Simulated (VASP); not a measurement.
# NiSb (P6_3/mmc) in VASP: electric field gradients with PBEsol

Aim: the electric field gradients of NiSb with PBEsol.

All numbers are computed with VASP 6.6.1; they aren't measurements. Logs are shortened: lines on timing, memory, paths and dates and some standing lists are left out, and cuts for length are marked.

**1. The cell of the first run**

The structure is hexagonal, space group P6_3/mmc (No. 194). Conventional cell: a = 3.930 Å, b = 3.930 Å, c = 5.116 Å, α = 90.00°, β = 90.00°, γ = 120.00°. Ni (site symmetry -3m) has 2 Ni at 2.56 Å and 6 Sb at 2.60 Å within 3.4 Å. Sb (site symmetry -6m2) has 6 Ni at 2.60 Å and 6 Sb at 3.42 Å within 3.5 Å.

**2. Electric field gradients, PBEsol**

The input, INCAR:

```
SYSTEM = NiSb
ALGO = Normal
EDIFF = 1E-8
ENCUT = 520
GGA = PS
ISIF = 2
ISMEAR = -1
LASPH = .True.
LCHARG = .False.
LEFG = .True.
LREAL = .False.
LWAVE = .False.
NBANDS = 23
NELM = 100
PREC = Accurate
SIGMA = 0.08
```

The input, KPOINTS:

```
k-points
0
Gamma
  10 10 7
  0 0 0
```

The input, POSCAR:

```
NiSb
1.0
    3.9296697660      0.0000000000      0.0000000000
   -1.9648348830      3.4031938458      0.0000000000
    0.0000000000      0.0000000000      5.1161871700
Ni Sb
2 2
Direct
    0.0000000000      0.0000000000      0.0000000000
    0.0000000000      0.0000000000      0.5000000000
    0.3333333333      0.6666666667      0.2500000000
    0.6666666667      0.3333333333      0.7500000000
```

Potentials or basis: VASP PAW PBE potentials, release 64 (Ni, Sb).

Launch:

```
> cat potpaw_PBE.64/Ni/POTCAR potpaw_PBE.64/Sb/POTCAR > POTCAR
> mpirun -np 1 vasp_std > vasp.out
```

OUTCAR:

```text
SYSTEM = NiSb
   EDIFF = 1E-8
   ENCUT = 520
   GGA = PS
   ISIF = 2
   ISMEAR = -1
   LASPH = .True.
   LREAL = .False.
   NELM = 100
   PREC = Accurate

 ion  position               nearest neighbor table
   1  0.000  0.000  0.000-   2 2.56   2 2.56   4 2.60   3 2.60   3 2.60   4 2.60   4 2.60   3 2.60

   2  0.000  0.000  0.500-   1 2.56   1 2.56   4 2.60   3 2.60   3 2.60   4 2.60   4 2.60   3 2.60

   3  0.333  0.667  0.250-   1 2.60   2 2.60   1 2.60   2 2.60   1 2.60   2 2.60   4 3.42   4 3.42
                             4 3.42   4 3.42   4 3.42   4 3.42
   4  0.667  0.333  0.750-   1 2.60   2 2.60   1 2.60   2 2.60   1 2.60   2 2.60   3 3.42   3 3.42
                             3 3.42   3 3.42   3 3.42   3 3.42

  LATTYP: Found a hexagonal cell.
 ALAT       =     3.9296697660
 C/A-ratio  =     1.3019381970

  Lattice vectors:

 A1 = (   3.9296697660,   0.0000000000,   0.0000000000)
 A2 = (  -1.9648348830,   3.4031938458,   0.0000000000)
 A3 = (   0.0000000000,   0.0000000000,   5.1161871700)

Analysis of symmetry for initial positions (statically):
=====================================================================
 Subroutine PRICEL returns:
 Original cell was already a primitive cell.

 Routine SETGRP: Setting up the symmetry group for a
 hexagonal supercell.

 Subroutine GETGRP returns: Found 24 space group operations
 (whereof 12 operations were pure point group operations)
 out of a pool of 24 trial point group operations.

The static configuration has the point symmetry D_3d.
 The point group associated with its full space group is D_6h.

Analysis of symmetry for dynamics (positions and initial velocities):
=====================================================================
 Subroutine PRICEL returns:
 Original cell was already a primitive cell.

 Routine SETGRP: Setting up the symmetry group for a
 hexagonal supercell.

 Subroutine GETGRP returns: Found 24 space group operations
 (whereof 12 operations were pure point group operations)
 out of a pool of 24 trial point group operations.

The dynamic configuration has the point symmetry D_3d.
 The point group associated with its full space group is D_6h.

 Subroutine INISYM returns: Found 24 space group operations
 (whereof 12 operations are pure point group operations),
 and found     1 'primitive' translations

----------------------------------------------------------------------------------------

                                     Primitive cell

  volume of cell :      68.4210

  direct lattice vectors                    reciprocal lattice vectors
     3.929669766  0.000000000  0.000000000     0.254474309  0.146920811  0.000000000
    -1.964834883  3.403193846  0.000000000     0.000000000  0.293841622  0.000000000
     0.000000000  0.000000000  5.116187170     0.000000000  0.000000000  0.195458056

  length of vectors
     3.929669766  3.929669766  5.116187170     0.293841622  0.293841622  0.195458056

  position of ions in fractional coordinates (direct lattice)
     0.000000000  0.000000000  0.000000000
     0.000000000  0.000000000  0.500000000
     0.333333333  0.666666667  0.250000000
     0.666666667  0.333333333  0.750000000

  ion indices of the primitive-cell ions
   primitive index   ion index
                 1           1
                 2           2
                 3           3
                 4           4

----------------------------------------------------------------------------------------

 KPOINTS: k-points

Automatic generation of k-mesh.
 Grid dimensions read from file:
 generate k-points for:   10   10    7

 Generating k-lattice:

  Cartesian coordinates                     Fractional coordinates (reciprocal lattice)
     0.025447431  0.014692081  0.000000000     0.100000000  0.000000000  0.000000000
     0.000000000  0.029384162  0.000000000     0.000000000  0.100000000  0.000000000
     0.000000000  0.000000000  0.027922579     0.000000000  0.000000000  0.142857143

  Length of vectors
     0.029384162  0.029384162  0.027922579

  Shift w.r.t. Gamma in fractional coordinates (k-lattice)
     0.000000000  0.000000000  0.000000000

 Subroutine IBZKPT returns following result:
 ===========================================

 Found     56 irreducible k-points:

 Following reciprocal coordinates:
            Coordinates               Weight
  0.000000  0.000000  0.000000      1.000000
  0.100000  0.000000  0.000000      6.000000
  0.200000  0.000000  0.000000      6.000000
  0.300000  0.000000  0.000000      6.000000
  0.400000  0.000000  0.000000      6.000000
  0.500000 -0.000000  0.000000      3.000000
[... 16 lines left out ...]
  0.300000  0.100000  0.142857     24.000000
  0.400000  0.100000  0.142857     24.000000
 [... further k-points ...]
   k-points           NKPTS =     56   k-points in BZ     NKDIM =     56   number of bands    NBANDS=     23
   number of dos      NEDOS =    301   number of ions     NIONS =      4
   total plane-waves  NPLWV =  36000
   dimension x,y,z NGX =    30 NGY =   30 NGZ =   40
   dimension x,y,z NGXF=    60 NGYF=   60 NGZF=   80
   ions per type =               2   2
   NGX,Y,Z   is equivalent  to a cutoff of  12.69, 12.69, 13.00 a.u.
   NGXF,Y,Z  is equivalent  to a cutoff of  25.38, 25.38, 26.00 a.u.
 SYSTEM =  NiSb
   PREC   = accura    normal or accurate (medium, high low for compatibility)
   ISTART =      0    job   : 0-new  1-cont  2-samecut
   ICHARG =      2    charge: 1-file 2-atom 10-const
   ISPIN  =      1    spin polarized calculation?
   LNONCOLLINEAR =      F non collinear calculations
   LSORBIT =      F    spin-orbit coupling
   LASPH  =      T    aspherical Exc in radial PAW
   ENCUT  =  520.0 eV  38.22 Ry    6.18 a.u.   7.31  7.31  9.51*2*pi/ulx,y,z
   NELM   =    100;   NELMIN=  2; NELMDL= -5     # of ELM steps
   EDIFF  = 0.1E-07   stopping-criterion for ELM
   LREAL  =      F    real-space projection
   EDIFFG = 0.1E-06   stopping-criterion for IOM
   NSW    =      0    number of steps for IOM
   IBRION =     -1    ionic relax: 0-MD 1-quasi-New 2-CG
   NFREE  =      0    steps in history (QN), initial steepest desc. (CG)
   ISIF   =      2    stress and relaxation
   ISYM   =      2    0-nonsym 1-usesym 2-fastsym
   POTIM  = 0.5000    time-step for ionic-motion
   TEBEG  =    0.0;   TEEND  =   0.0 temperature during run
   PSTRESS=    0.0 pullay stress
   NELECT =      30.0000    total number of electrons
   NUPDOWN=      -1.0000    fix difference up-down
   EMIN   =  10.00;   EMAX   =-10.00  energy-range for DOS
   EFERMI =   0.00;   METHOD = LEGACY
   ISMEAR =    -1;   SIGMA  =   0.08  broadening in eV -4-tet -1-fermi 0-gaus
   EFERMI_NEDOS =   21; number of points for ismear=-14 and -15
   IALGO  =     38    algorithm
   IMIX   =      4    mixing-type and parameters
     AMIX     =   0.40;   BMIX     =  1.00
     AMIX_MAG =   1.60;   BMIX_MAG =  1.00
  volume/ion in A,a.u.               =      17.11       115.43
  Fermi-wavevector in a.u.,A,eV,Ry     =   1.243709  2.350270 21.045664  1.546813
  Thomas-Fermi vector in A             =   2.378008
   LORBIT       =      0    0 simple, 1 ext, 2 COOP (PROOUT), +10 PAW based schemes
   GGA     = PS    functional components
   LHFCALC =     F    Hartree Fock is set to
   AEXX    =    0.0000 exact exchange contribution
   IVDW    =     0    specifies the selected vdW correction
   LEPSILON=     F    determine dielectric tensor
   LRPA    =     F    only Hartree local field effects (RPA)
 non-spin polarized calculation
  energy-cutoff  :      520.00
  volume of cell :       68.42
 maximum number of plane-waves:      1861
 NGX is ok and might be reduce to    30
   NGX = 15   NGY = 15   NGZ = 19

 number of electron      30.0000034 magnetization

 Free energy of the ion-electron system (eV)
  ---------------------------------------------------
  ext. energy  EPLUGINS =         0.00000000
  ---------------------------------------------------
  free energy    TOTEN  =       -22.69307373 eV

  energy without entropy =      -22.64681205  energy(sigma->0) =      -22.66994289

 E-fermi :   9.8791     XC(G=0): -11.6618

 val. band max:        9.8688846179   @ k =   0.1000   0.0000   0.1429
 cond. band min:       9.9500378164   @ k =   0.1000   0.1000   0.4286
 fundamental gap:      0.0811531985
 Fermi energy:         9.8790571309

 k-point     1 :       0.0000    0.0000    0.0000
  band No.  band energies     occupation
      1      -3.1180      2.00000
      2       1.4591      2.00000
      3       3.6261      2.00000
      4       5.9390      2.00000
      5       5.9390      2.00000
      6       6.6984      2.00000
[... 15 lines left out ...]
     22      16.3027      0.00000
     23      17.8098      0.00000

 k-point     2 :       0.1000    0.0000    0.0000
  band No.  band energies     occupation
      1      -2.9920      2.00000
      2       1.4512      2.00000
      3       3.7677      2.00000
      4       5.9098      2.00000
      5       5.9659      2.00000
      6       6.6508      2.00000
[... 15 lines left out ...]
     22      16.5069      0.00000
     23      16.9655      0.00000

 k-point     3 :       0.2000    0.0000    0.0000
  band No.  band energies     occupation
      1      -2.6191      2.00000
      2       1.3934      2.00000
      3       4.1850      2.00000
      4       5.6872      2.00000
      5       6.0434      2.00000
      6       6.4384      2.00000
[... 15 lines left out ...]
     22      16.4897      0.00000
     23      17.0277      0.00000
[... 495 lines left out ...]
 k-point    23 :       0.3000    0.1000    0.1429
  band No.  band energies     occupation
      1      -1.4614      2.00000
      2       0.8337      2.00000
      3       4.2111      2.00000
      4       5.2541      2.00000
      5       6.0654      2.00000
      6       6.4140      2.00000
[... 15 lines left out ...]
     22      17.6741      0.00000
     23      18.2349      0.00000

 k-point    24 :       0.4000    0.1000    0.1429
  band No.  band energies     occupation
      1      -0.6917      2.00000
      2       0.3668      2.00000
      3       3.7695      2.00000
      4       5.4361      2.00000
      5       5.9848      2.00000
      6       6.3861      2.00000
[... 15 lines left out ...]
     22      18.4136      0.00000
     23      19.5432      0.00000

 [... further k-points ...]

------------------------ aborting loop because EDIFF is reached ----------------------------------------

  FORCE on cell =-STRESS in cart. coord.  units (eV):
  Direction    XX          YY          ZZ          XY          YZ          ZX
  --------------------------------------------------------------------------------------
  -------------------------------------------------------------------------------------
  Total       -0.6849295     -0.6849295     -0.9401526      0.0000000      0.0000000     -0.0000000
  in kB      -16.0386302    -16.0386302    -22.0150551      0.0000000      0.0000000     -0.0000000
  external PRESSURE =     -18.0307718 kB  Pullay stress =       0.0000000 kB

 VOLUME and BASIS-vectors are now :
 -----------------------------------------------------------------------------
  energy-cutoff  :      520.00
  volume of cell :       68.42
      direct lattice vectors                 reciprocal lattice vectors
     3.929669766  0.000000000  0.000000000     0.254474309  0.146920811  0.000000000
    -1.964834883  3.403193846  0.000000000     0.000000000  0.293841622  0.000000000
     0.000000000  0.000000000  5.116187170     0.000000000  0.000000000  0.195458056

 POSITION                                       TOTAL-FORCE (eV/Angst)
 -----------------------------------------------------------------------------------
      0.00000      0.00000      0.00000         0.000000      0.000000      0.000000
      0.00000      0.00000      2.55809         0.000000      0.000000      0.000000
     -0.00000      2.26880      1.27905        -0.000000     -0.000000     -0.000000
      1.96483      1.13440      3.83714         0.000000      0.000000     -0.000000
 -----------------------------------------------------------------------------------
    total drift:                                0.000000      0.000000     -0.000000

  FREE ENERGIE OF THE ION-ELECTRON SYSTEM (eV)
  ---------------------------------------------------
  free  energy   TOTEN  =       -22.6930737305 eV

  energy  without entropy=      -22.6468120546  energy(sigma->0) =      -22.66994289

 Electric field gradients (V/A^2)
---------------------------------------------------------------------
 ion       V_xx      V_yy      V_zz      V_xy      V_xz      V_yz
---------------------------------------------------------------------
   1       9.930     9.929   -19.859    -0.001    -0.000     0.000
   2       9.930     9.929   -19.859    -0.001     0.000    -0.000
   3     -39.743   -39.743    79.486    -0.000     0.000    -0.000
   4     -39.743   -39.743    79.486    -0.000     0.000     0.000
---------------------------------------------------------------------

 Electric field gradients after diagonalization (V/A^2)
 (convention: |V_zz| > |V_xx| > |V_yy|)
----------------------------------------------------------------------
 ion       V_xx      V_yy      V_zz     asymmetry (V_yy - V_xx)/ V_zz
----------------------------------------------------------------------
   1       9.931     9.928   -19.859       0.000
   2       9.931     9.928   -19.859       0.000
   3     -39.743   -39.743    79.486       0.000
   4     -39.743   -39.743    79.486       0.000
----------------------------------------------------------------------

           NMR quadrupolar parameters

 Cq : quadrupolar parameter    Cq=e*Q*V_zz/h
 eta: asymmetry parameters     (V_yy - V_xx)/ V_zz
 Q  : nuclear electric quadrupole moment in mb (millibarn)
----------------------------------------------------------------------
 ion       Cq(MHz)       eta       Q (mb)
----------------------------------------------------------------------
   1      -0.048       0.000       1.000
   2      -0.048       0.000       1.000
   3       0.192       0.000       1.000
   4       0.192       0.000       1.000
----------------------------------------------------------------------
```

Run time: 1.9 min. Hardware: 1 thread of Intel Xeon 8259CL, shared host; peak memory 0.23 GiB.

What came out:

```yaml
Free_energy: -22.6931 eV
Pressure: -1.8 GPa
Band_gap_on_the_k_mesh: zero (bands 15 and 16 overlap by 2.99 eV)
Largest_electric_field_gradient_by_atom: Ni -19.9; Sb +79.5 V/Å²
```

Stress tensor (GPa, compression positive):
```
-1.60  0.00  0.00
 0.00 -1.60  0.00
 0.00  0.00 -2.20
```

Electric field gradients, principal values (V/Å²):
| atom | least | middle | greatest (by size) |
| --- | --- | --- | --- |
| 1 Ni | 9.928 | 9.931 | -19.859 |
| 2 Ni | 9.928 | 9.931 | -19.859 |
| 3 Sb | -39.743 | -39.743 | 79.486 |
| 4 Sb | -39.743 | -39.743 | 79.486 |

Caveat: without QUAD_EFG the Cq values of the log hold for a quadrupole moment of 1 mb, not for the nuclei; the PAW data sets were made with another functional, which shifts forces and pressure a little; spin-orbit coupling is left out, which moves the levels of the heavy elements. Spin polarisation is off, so any magnetic state and its effect on volume and gap are missing.
